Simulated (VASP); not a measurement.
# Fe (Fmmm) in VASP: electric field gradients with PBE

Aim: the electric field gradients of Fe with PBE.

Program: VASP 6.6.1. These are calculated values, not measurements. Logs are shortened: lines on timing, memory, paths and dates and some standing lists are left out, and cuts for length are marked.

**1. The cell of the first run**

The structure is orthorhombic, space group Fmmm (No. 69). Conventional cell: a = 2.878 Å, b = 3.989 Å, c = 4.152 Å, α = 90.00°, β = 90.00°, γ = 90.00°. Fe (site symmetry mmm) has 14 Fe at 2.46 to 2.88 Å within 3.2 Å.

**2. Electric field gradients, PBE, collinear spin, ferromagnetic start (xy shear strain of -4 %)**

File INCAR:

```
SYSTEM = Fe
PREC = Accurate ; ENCUT = 520
EDIFF = 1E-8 ; ISMEAR = -1
SIGMA = 0.03 ; LREAL = .FALSE.
LASPH = .TRUE. ; NELM = 150
ALGO = Normal ; ISIF = 2
LWAVE = .FALSE. ; LCHARG = .FALSE.
ISPIN = 2 ; MAGMOM = 3
LORBIT = 11 ; LMAXMIX = 4
GGA = PE ; LEFG = .TRUE.
NBANDS = 14
```

File KPOINTS:

```
Automatic mesh
0
G
  18 18 18
  0 0 0
```

File POSCAR:

```
Fe
1.0
   -1.4677800000      1.4677800000      1.4390000000
    1.4677800000     -1.4677800000      1.4390000000
    1.4102200000      1.4102200000     -1.4390000000
Fe
1
Direct
    0.0000000000      0.0000000000      0.0000000000
```

Potentials or basis: VASP PAW PBE potentials, release 64 (Fe).

The run is started by

```console
$ cat potpaw_PBE.64/Fe/POTCAR > POTCAR
$ mpirun -np 1 vasp_std > vasp.out
```

OUTCAR:

```text
SYSTEM = Fe
   PREC = Accurate
   ENCUT = 520
   EDIFF = 1E-8
   ISMEAR = -1
   LREAL = .FALSE.
   LASPH = .TRUE.
   NELM = 150
   ISIF = 2
   ISPIN = 2
   LORBIT = 11
   GGA = PE

 ion  position               nearest neighbor table
   1  0.000  0.000  0.000-

  LATTYP: Found a face centered orthorhombic cell.
 ALAT       =     2.8780000000
 B/A-ratio  =     1.3859292911
 C/A-ratio  =     1.4424978336

  Lattice vectors:

 A1 = (  -0.0575600000,   2.8780000000,   0.0000000000)
 A2 = (  -1.4677800000,   1.4677800000,   1.4390000000)
 A3 = (   1.4102200000,   1.4102200000,   1.4390000000)

Analysis of symmetry for initial positions (statically):
=====================================================================
 Subroutine PRICEL returns:
 Original cell was already a primitive cell.

 Routine SETGRP: Setting up the symmetry group for a
 face centered orthorhombic supercell.

 Subroutine GETGRP returns: Found  8 space group operations
 (whereof  8 operations were pure point group operations)
 out of a pool of  8 trial point group operations.

The static configuration has the point symmetry D_2h.

Analysis of symmetry for dynamics (positions and initial velocities):
=====================================================================
 Subroutine PRICEL returns:
 Original cell was already a primitive cell.

 Routine SETGRP: Setting up the symmetry group for a
 face centered orthorhombic supercell.

 Subroutine GETGRP returns: Found  8 space group operations
 (whereof  8 operations were pure point group operations)
 out of a pool of  8 trial point group operations.

The dynamic configuration has the point symmetry D_2h.

Analysis of structural, dynamic, and magnetic symmetry:
=====================================================================
 Subroutine PRICEL returns:
 Original cell was already a primitive cell.

 Routine SETGRP: Setting up the symmetry group for a
 face centered orthorhombic supercell.

 Subroutine GETGRP returns: Found  8 space group operations
 (whereof  8 operations were pure point group operations)
 out of a pool of  8 trial point group operations.

The overall configuration has the point symmetry D_2h.

 Subroutine INISYM returns: Found  8 space group operations
 (whereof  8 operations are pure point group operations),
 and found     1 'primitive' translations

----------------------------------------------------------------------------------------

                                     Primitive cell

  volume of cell :      11.9143

  direct lattice vectors                    reciprocal lattice vectors
    -1.467780000  1.467780000  1.439000000     0.006952051  0.347602557  0.347463516
     1.467780000 -1.467780000  1.439000000     0.347602557  0.006952051  0.347463516
     1.410220000  1.410220000 -1.439000000     0.354554609  0.354554609  0.000000000

  length of vectors
     2.525762708  2.525762708  2.459301099     0.491535110  0.491535110  0.501415936

  position of ions in fractional coordinates (direct lattice)
     0.000000000  0.000000000  0.000000000

  ion indices of the primitive-cell ions
   primitive index   ion index
                 1           1

----------------------------------------------------------------------------------------

 KPOINTS: Automatic mesh

Automatic generation of k-mesh.
 Grid dimensions read from file:
 generate k-points for:   18   18   18

 Generating k-lattice:

  Cartesian coordinates                     Fractional coordinates (reciprocal lattice)
     0.000386225  0.019311253  0.019303529     0.055555556  0.000000000  0.000000000
     0.019311253  0.000386225  0.019303529     0.000000000  0.055555556  0.000000000
     0.019697478  0.019697478  0.000000000     0.000000000  0.000000000  0.055555556

  Length of vectors
     0.027307506  0.027307506  0.027856441

  Shift w.r.t. Gamma in fractional coordinates (k-lattice)
     0.000000000  0.000000000  0.000000000

 Subroutine IBZKPT returns following result:
 ===========================================

 Found    865 irreducible k-points:

 Following reciprocal coordinates:
[... 57 lines left out ...]
   EMIN   =  10.00;   EMAX   =-10.00  energy-range for DOS
   EFERMI =   0.00;   METHOD = LEGACY
   ISMEAR =    -1;   SIGMA  =   0.03  broadening in eV -4-tet -1-fermi 0-gaus
   EFERMI_NEDOS =   21; number of points for ismear=-14 and -15
   IALGO  =     38    algorithm
   IMIX   =      4    mixing-type and parameters
     AMIX     =   0.40;   BMIX     =  1.00
     AMIX_MAG =   1.60;   BMIX_MAG =  1.00
  volume/ion in A,a.u.               =      11.91        80.40
  Fermi-wavevector in a.u.,A,eV,Ry     =   1.433558  2.709032 27.961179  2.055089
  Thomas-Fermi vector in A             =   2.553063
   LORBIT       =     11    0 simple, 1 ext, 2 COOP (PROOUT), +10 PAW based schemes
   GGA     = PE    functional components
   LHFCALC =     F    Hartree Fock is set to
   AEXX    =    0.0000 exact exchange contribution
   IVDW    =     0    specifies the selected vdW correction
   LEPSILON=     F    determine dielectric tensor
   LRPA    =     F    only Hartree local field effects (RPA)
 spin polarized calculation
  energy-cutoff  :      520.00
  volume of cell :       11.91
 maximum number of plane-waves:       335
   NGX =  9   NGY =  9   NGZ =  9

 number of electron       7.9999999 magnetization       2.2504736

 Free energy of the ion-electron system (eV)
  ---------------------------------------------------
  ext. energy  EPLUGINS =         0.00000000
  ---------------------------------------------------
  free energy    TOTEN  =        -8.22419739 eV

  energy without entropy =       -8.22123891  energy(sigma->0) =       -8.22271815

 E-fermi :   5.3188     XC(G=0): -12.8474

 val. band max:        5.3122881322   @ k =  -0.3889   0.2778   0.0556
 cond. band min:       5.3188498514   @ k =   0.5000   0.5000   0.2778
 fundamental gap:      0.0065617193
 Fermi energy:         5.3187503779

 spin component 1

 k-point     1 :       0.0000    0.0000    0.0000
  band No.  band energies     occupation
      1      -2.8018      1.00000
      2       2.9904      1.00000
      3       3.1067      1.00000
      4       3.2516      1.00000
      5       4.2523      1.00000
      6       4.2639      1.00000
      7      29.2996      0.00000
      8      29.9224      0.00000
      9      30.4170      0.00000
     10      34.3061      0.00000
     11      34.7077      0.00000
     12      36.1620      0.00000
     13      36.6085      0.00000
     14      36.8742      0.00000
[... 379 lines left out ...]
      3       2.9433      1.00000
      4       3.9392      1.00000
      5       4.0647      1.00000
      6       4.3265      1.00000
      7      23.3095      0.00000
      8      25.7009      0.00000
      9      29.4605      0.00000
     10      30.1649      0.00000
     11      33.4181      0.00000
     12      34.3611      0.00000
     13      38.5063      0.00000
     14      40.1280      0.00000

 [... further k-points ...]

 spin component 2

 k-point     1 :       0.0000    0.0000    0.0000
  band No.  band energies     occupation
      1      -2.6540      1.00000
      2       4.8617      1.00000
      3       5.0843      0.99960
      4       5.3393      0.33505
      5       7.0518      0.00000
      6       7.0657      0.00000
      7      29.0136      0.00000
      8      29.6381      0.00000
      9      30.1586      0.00000
     10      34.5363      0.00000
     11      34.8715      0.00000
     12      37.2759      0.00000
     13      37.2787      0.00000
     14      37.5092      0.00000
[... 379 lines left out ...]
      3       4.8472      1.00000
      4       6.0412      0.00000
      5       6.7427      0.00000
      6       7.1386      0.00000
      7      23.7488      0.00000
      8      25.9772      0.00000
      9      29.8673      0.00000
     10      30.4131      0.00000
     11      33.9148      0.00000
     12      34.7275      0.00000
     13      38.7548      0.00000
     14      40.5053      0.00000

 [... further k-points ...]
[... 5 lines left out ...]
  --------------------------------------------------------------------------------------
  -------------------------------------------------------------------------------------
  Total       -0.6181348     -0.6181348     -0.6024975      0.2103884      0.0000000      0.0000000
  in kB      -83.1237582    -83.1237582    -81.0209224     28.2920103      0.0000000      0.0000000
  external PRESSURE =     -82.4228129 kB  Pullay stress =       0.0000000 kB

 VOLUME and BASIS-vectors are now :
 -----------------------------------------------------------------------------
  energy-cutoff  :      520.00
  volume of cell :       11.91
      direct lattice vectors                 reciprocal lattice vectors
    -1.467780000  1.467780000  1.439000000     0.006952051  0.347602557  0.347463516
     1.467780000 -1.467780000  1.439000000     0.347602557  0.006952051  0.347463516
     1.410220000  1.410220000 -1.439000000     0.354554609  0.354554609  0.000000000

 POSITION                                       TOTAL-FORCE (eV/Angst)
 -----------------------------------------------------------------------------------
      0.00000      0.00000      0.00000         0.000000     -0.000000      0.000000
 -----------------------------------------------------------------------------------
    total drift:                                0.000000     -0.000000      0.000000

  FREE ENERGIE OF THE ION-ELECTRON SYSTEM (eV)
  ---------------------------------------------------
  free  energy   TOTEN  =        -8.2241973863 eV

  energy  without entropy=       -8.2212389141  energy(sigma->0) =       -8.22271815

 Electric field gradients (V/A^2)
---------------------------------------------------------------------
 ion       V_xx      V_yy      V_zz      V_xy      V_xz      V_yz
---------------------------------------------------------------------
   1      -0.138    -0.138     0.277    -2.946    -0.003    -0.003
---------------------------------------------------------------------

 Electric field gradients after diagonalization (V/A^2)
 (convention: |V_zz| > |V_xx| > |V_yy|)
----------------------------------------------------------------------
 ion       V_xx      V_yy      V_zz     asymmetry (V_yy - V_xx)/ V_zz
----------------------------------------------------------------------
   1       2.808     0.277    -3.084       0.821
----------------------------------------------------------------------

           NMR quadrupolar parameters

 Cq : quadrupolar parameter    Cq=e*Q*V_zz/h
 eta: asymmetry parameters     (V_yy - V_xx)/ V_zz
 Q  : nuclear electric quadrupole moment in mb (millibarn)
----------------------------------------------------------------------
 ion       Cq(MHz)       eta       Q (mb)
----------------------------------------------------------------------
   1      -0.007       0.821       1.000
----------------------------------------------------------------------

 total charge

# of ion       s       p       d       tot
------------------------------------------
    1        0.467   0.499   6.209   7.176

 magnetization (x)

# of ion       s       p       d       tot
------------------------------------------
    1       -0.014  -0.056   2.329   2.258
```

Run time: 3.7 min. Hardware: 1 thread of Intel Xeon Platinum 8259CL at 2.50GHz (Skylake/Cascade Lake), shared host; peak memory 0.32 GiB.

What came out:

| Item | Value |
| --- | --- |
| Free energy | -8.2242 eV |
| Pressure | -8.2 GPa |
| Net moment | 2.25 μB per cell |
| Site moments | Fe +2.26 μB |
| Largest electric field gradient by atom | Fe -3.1 V/Å² |
| Valence electrons inside the program's atomic spheres | Fe 7.18 |

Stress tensor (GPa, compression positive):
```
-8.31  2.83  0.00
 2.83 -8.31  0.00
 0.00  0.00 -8.10
```

Electric field gradients, principal values (V/Å²):
```csv
atom,least,middle,greatest (by size)
1 Fe,0.277,2.808,-3.084
```

Caveat: the cell differs from its parent crystal (xy shear strain of -4 %); the cell stands under tension; without QUAD_EFG the Cq values of the log hold for a quadrupole moment of 1 mb, not for the nuclei.
